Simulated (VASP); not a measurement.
The system is Cd3Se.

```xyz
4
Lattice="-2.0410 2.0410 6.0871 2.0410 -2.0410 6.0871 2.0410 2.0410 -6.0871" Properties=species:S:1:pos:R:3 pbc="T T T"
Cd    0.0000    0.0000    6.0871
Cd    2.0410    0.0000    3.0435
Cd    0.0000    2.0410    3.0435
Se    0.0000    0.0000    0.0000
```

Base run:

```yaml
Program: VASP 6.6.1
Functional: PBEsol
Potentials_or_basis: VASP PAW PBE potentials, release 64 (Cd, Se)
Cutoff: 520 eV
k_mesh: 9 × 9 × 9
Occupations: fermi-dirac, width 0.05 eV
Spin: no spin polarisation
```

Its results: band gap on the k mesh zero (band 21 reaches 2.74 eV, above the bottom of band 22 at 1.13 eV); pressure -3.5 GPa.

**Question.** The run is repeated on the same cell with these changes: functional from PBEsol to r2SCAN. What comes out?

**Answer.** Band gap on the k mesh zero (band 21 reaches 2.97 eV, above the bottom of band 22 at 1.33 eV); pressure -2.0 GPa.

Caveats: the PAW data sets were made with another functional, which shifts forces and pressure a little.
